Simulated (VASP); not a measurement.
Set up this calculation in VASP 6.6.1, as the native input.

* Task: single point
* Functional: PBE
* Potentials or basis: VASP PAW PBE potentials, release 64 (Mo_sv, Se)
* Cutoff: 520 eV
* k mesh: 12 × 12 × 12
* Occupations: gaussian, width 0.1 eV
* Spin: collinear spin
* Starting moments: [0.5, 0.0] μB
* Dipole correction: no
* Further INCAR settings: ALGO = Normal; EDIFF = 1e-07; NBANDS = 21

The structure of MoSe lies in POSCAR:

```
MoSe
1.0
    0.0000000000      2.8392909707      2.8392909707
    2.8392909707      0.0000000000      2.8392909707
    2.8392909707      2.8392909707      0.0000000000
Mo Se
1 1
Direct
    0.0000000000      0.0000000000      0.0000000000
    0.2500000000      0.2500000000      0.2500000000
```

The input as run:

INCAR

```
SYSTEM = MoSe
PREC = Accurate ; ENCUT = 520
EDIFF = 1E-7 ; ISMEAR = 0
SIGMA = 0.1 ; LREAL = .False.
LASPH = .True. ; NELM = 150
ALGO = Normal ; ISIF = 2
LWAVE = .False. ; LCHARG = .False.
ISPIN = 2 ; MAGMOM = 0.5 0
LORBIT = 11 ; LMAXMIX = 4
GGA = PE ; NBANDS = 21
```

KPOINTS

```
Automatic mesh
0
Gamma
  12 12 12
  0 0 0
```

Potentials or basis: VASP PAW PBE potentials, release 64 (Mo_sv, Se).

Command:

```bash
$ cat potpaw_PBE.64/Mo_sv/POTCAR potpaw_PBE.64/Se/POTCAR > POTCAR
$ mpirun -np 1 vasp_std > vasp.out
```

Results of the run:

```json
{
 "Pressure": "-1.4 GPa",
 "Net moment": "0.22 μB per cell",
 "Site moments": "Mo +0.20; Se -0.01 μB",
 "Valence electrons inside the program's atomic spheres": "Mo 12.45; Se 3.96"
}
```

Run time: 73 s on 1 thread of Intel(R) Xeon(R) 6975P-C (Granite Rapids), on a shared host, peak memory 0.25 GiB.
